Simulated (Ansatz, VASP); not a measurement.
## One calculation of B4N3, two programs

```xyz
7
Lattice="3.8701 0.0000 0.0000 -1.9351 3.3516 0.0000 0.0000 0.0000 3.6667" Properties=species:S:1:pos:R:3 pbc="T T T"
B     1.9351    0.0000    0.0000
B    -0.9675    1.6758    0.0000
B     0.9675    1.6758    0.0000
B     0.0000    0.0000    1.8333
N     1.9351    0.0000    1.8333
N    -0.9675    1.6758    1.8333
N     0.9675    1.6758    1.8333
```

Alike in both runs: functional PBE; k mesh 5 × 5 × 3; occupations gaussian, width 0.2 eV; no spin polarisation.

Ansatz relaxed the structure, and its values are those at the end. VASP's run is a single point on that final structure, the one shown.

|  | VASP | Ansatz |
| --- | --- | --- |
| version | VASP 6.6.1 | Ansatz 0.2.0 |
| potentials or method | VASP PAW PBE potentials, release 64 (B, N), cutoff 600 eV | scalar-relativistic, plane waves, PAW |
| valence electrons in the cell | 27 | 27 |

|  | VASP | Ansatz | Ansatz less VASP |
| --- | --- | --- | --- |
| gap on the k mesh at the Fermi level (eV) | none | none | - |
| pressure (GPa) | -0.9 | -0.6 | +0.31 |

A gap of «none» marks a metal or a gap that the smearing closes.

The k mesh is coarse, so the values compare programs but aren't converged.
